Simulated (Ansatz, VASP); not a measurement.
# Two plane-wave programs on ScWSe2O2

```xyz
6
Lattice="0.0000 3.8111 4.2813 3.6683 0.0000 4.2813 3.6683 3.8111 0.0000" Properties=species:S:1:pos:R:3 pbc="T T T"
Sc    3.6683    3.8111    0.5302
W     3.6683    3.8111    3.8348
Se    3.6683    1.8773    2.4427
Se    3.6683    5.7449    2.4427
O     2.0390    3.8111    4.6292
O     5.2976    3.8111    4.6292
```

Alike in both runs: functional PBE; k mesh 8 × 8 × 8; occupations gaussian, width 0.1 eV; no spin polarisation.

Ansatz relaxed the structure, and its values are those at the end. VASP's run is a single point on that final structure, the one shown.

|  | VASP | Ansatz |
| --- | --- | --- |
| version | VASP 6.6.1 | Ansatz 0.2.0 |
| potentials or method | VASP PAW PBE potentials, release 64 (Sc_sv, W_sv, Se, O), cutoff 520 eV | scalar-relativistic, plane waves, PAW |
| valence electrons in the cell | 49 | 69 |

|  | VASP | Ansatz | Ansatz less VASP |
| --- | --- | --- | --- |
| gap on the k mesh at the Fermi level (eV) | none | none | - |
| pressure (GPa) | 0.7 | 0.0 | -0.72 |
| rms of the force components (eV/Å) | 0.107 | 0.003 | -0.1049 |

A gap of «none» marks a metal or a gap that the smearing closes. The functional is the same, so the differences come from potentials, cutoffs and numerics. VASP's potentials hold 49 valence electrons a cell and Ansatz's 69, so a difference there can come from the potentials and not from the codes.

Spin-orbit coupling is off throughout.
